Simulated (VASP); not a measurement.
Input of a VASP 6.6.1 run:

Contents of INCAR:

```
SYSTEM = GeMo
PREC = Accurate
ENCUT = 600
EDIFF = 1E-6
ISMEAR = -1
SIGMA = 0.08
LREAL = .False.
LASPH = .True.
NELM = 80
ALGO = Normal
ISIF = 3
LWAVE = .False.
LCHARG = .False.
GGA = PE
IBRION = 2
NSW = 60
EDIFFG = -0.005
PSTRESS = 190.0
```

The input KPOINTS:

```
Automatic mesh
0
Gamma
  9 9 5
  0 0 0
```

Contents of POSCAR:

```
GeMo
1.0
    3.7053951781      0.0000000000      0.0000000000
   -1.8526975890      3.2089663553      0.0000000000
    0.0000000000      0.0000000000      6.0397941403
Mo Ge
2 2
Direct
    0.3333333333      0.6666666667      0.0000000000
    0.6666666667      0.3333333333      0.5000000000
    0.3333333333      0.6666666667      0.3760000000
    0.6666666667      0.3333333333      0.8760000000
```

Potentials or basis: VASP PAW PBE potentials, release 64 (Mo_sv, Ge_d).

Run with:

```console
$ cat potpaw_PBE.64/Mo_sv/POTCAR potpaw_PBE.64/Ge_d/POTCAR > POTCAR
$ mpirun -np 1 vasp_std > vasp.out
```

**Question.** Estimate the relaxed volume.

**Answer.** 18.19 Å³/atom.

**Question.** Estimate the space group after relaxing (to 0.1 Å).

**Answer.** P6_3/mmc (No. 194).

Final structure:
```yaml
crystal:
  lattice:
    - [4.16496, 0.00000, 0.00000]
    - [-2.08248, 3.60696, 0.00000]
    - [0.00000, 0.00000, 4.84371]
  atoms:
    - { symbol: Mo, position: [0.33333, 0.66667, 0.93800] }
    - { symbol: Mo, position: [0.66667, 0.33333, 0.43800] }
    - { symbol: Ge, position: [0.33333, 0.66667, 0.43800] }
    - { symbol: Ge, position: [0.66667, 0.33333, 0.93800] }
```

Caveat: the cell is relaxed towards a set pressure, so the run minimises the enthalpy, not the energy; a cell axis changed by over 15 % at a fixed basis, so the end point is rough.
